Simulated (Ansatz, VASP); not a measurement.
# AgI: VASP beside Ansatz

```
Ag I
1.0
     4.55909    0.00000    0.00000
    -2.27955    3.94829    0.00000
     0.00000    0.00000    7.45395
Ag I
2 2
Direct
  0.66667 0.33333 0.62755
  0.33333 0.66667 0.12755
  0.66667 0.33333 0.00245
  0.33333 0.66667 0.50245
```

Alike in both runs: functional PBEsol; k mesh 8 × 8 × 4; occupations fermi-dirac, width 0.1 eV; no spin polarisation.

Ansatz relaxed the structure, and its values are those at the end. VASP's run is a single point on that final structure, the one shown.

|  | VASP | Ansatz |
| --- | --- | --- |
| version | VASP 6.6.1 | Ansatz 0.2.0 |
| potentials or method | VASP PAW PBE potentials, release 64 (Ag, I) | PAW with Ansatz's default frozen-core files, scalar-relativistic |
| plane-wave cutoff (eV) | 500 | 420 |
| valence electrons in the cell | 36 | 72 |

|  | VASP | Ansatz | Ansatz less VASP |
| --- | --- | --- | --- |
| pressure (GPa) | 0.0 | 0.0 | +0.04 |

VASP's potentials were made for PBE, not for PBEsol. VASP's potentials hold 36 valence electrons a cell and Ansatz's 72, so a difference there can come from the potentials and not from the codes.

Spin-orbit coupling is off throughout.
